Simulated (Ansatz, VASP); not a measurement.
## Mg2Si: VASP beside Ansatz

```
CELL_PARAMETERS angstrom
3.10536 3.10536 0.00000
-3.10536 3.10536 0.00000
0.00000 3.10536 3.10536
ATOMIC_POSITIONS crystal
Mg 0.25000 0.75000 0.50000
Mg 0.75000 0.25000 0.50000
Si 0.00000 0.00000 0.00000
```

Alike in both runs: task single point; functional r2SCAN; k mesh 6 × 6 × 6; no spin polarisation.

|  | VASP | Ansatz |
| --- | --- | --- |
| version | VASP 6.6.1 | Ansatz 0.2.0 |
| potentials or method | VASP PAW PBE potentials, release 64 (Mg, Si) | PAW with Ansatz's default frozen-core files, scalar-relativistic |
| plane-wave cutoff (eV) | 660 | 500 |
| occupations | gaussian, width 0.01 eV | fixed |
| valence electrons in the cell | 8 | 24 |

|  | VASP | Ansatz | Ansatz less VASP |
| --- | --- | --- | --- |
| gap on the k mesh at the Fermi level (eV) | 0.37 | 0.37 | -0.002 |
| pressure (GPa) | 3.7 | 4.0 | +0.30 |

VASP's potentials were made for PBE, not for r2SCAN. VASP's potentials hold 8 valence electrons a cell and Ansatz's 24, so a difference there can come from the potentials and not from the codes.
